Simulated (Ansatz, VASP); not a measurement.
**Al, level by level in two programs**

```
Al
1.0
     0.00000    2.02481    2.02481
     2.02481    0.00000    2.02481
     2.02481    2.02481    0.00000
Al
1
Direct
  0.00000 0.00000 0.00000
```

Single points on this cell with VASP 6.6.1 and Ansatz 0.2.0. Each row is one pair of runs. Alike in all rows: VASP's potentials, cutoff: VASP PAW PBE potentials, release 64 (Al), 520 eV.

```tsv
level	spin	k mesh	smearing	Ansatz's potentials, cutoff	gap on the k mesh at the Fermi level (eV), VASP	gap on the k mesh at the Fermi level (eV), Ansatz	pressure (GPa), VASP	pressure (GPa), Ansatz
PBE	off	11 × 11 × 11	gaussian, width 0.024 eV	Ansatz PAW, 420 eV	none	none	-0.5	-0.5
PBE exchange alone	off	11 × 11 × 11	fermi-dirac, width 0.05 eV	Ansatz PAW, 420 eV	none	none	9.2	9.1
PBEsol+D4	off	11 × 11 × 11	fermi-dirac, width 0.05 eV	Ansatz PAW, 420 eV	none	none	-3.7	-3.8
RPBE+D4	off	11 × 11 × 11	fermi-dirac, width 0.05 eV	Ansatz PAW, 420 eV	none	none	-5.1	-4.9
r2SCAN+D3(BJ)	off	11 × 11 × 11	fermi-dirac, width 0.05 eV	Ansatz PAW, 500 eV	none	none	-5.2	-4.9
revPBE+D3(BJ)	collinear, typed start	11 × 11 × 11	fermi-dirac, width 0.025 eV	SSSP efficiency PAW, 408 eV	none	none	-5.9	-5.8
PBE	off	8 × 8 × 8	fermi-dirac, width 0.05 eV	Ansatz PAW, 420 eV	none	none	-0.5	-0.4
revPBE	off	11 × 11 × 11	fermi-dirac, width 0.05 eV	Ansatz PAW, 420 eV	none	none	0.5	0.7
```

Pressure (GPa): the two programs differ by at most 0.29.

A gap of «none» marks a metal or a gap that the smearing closes.
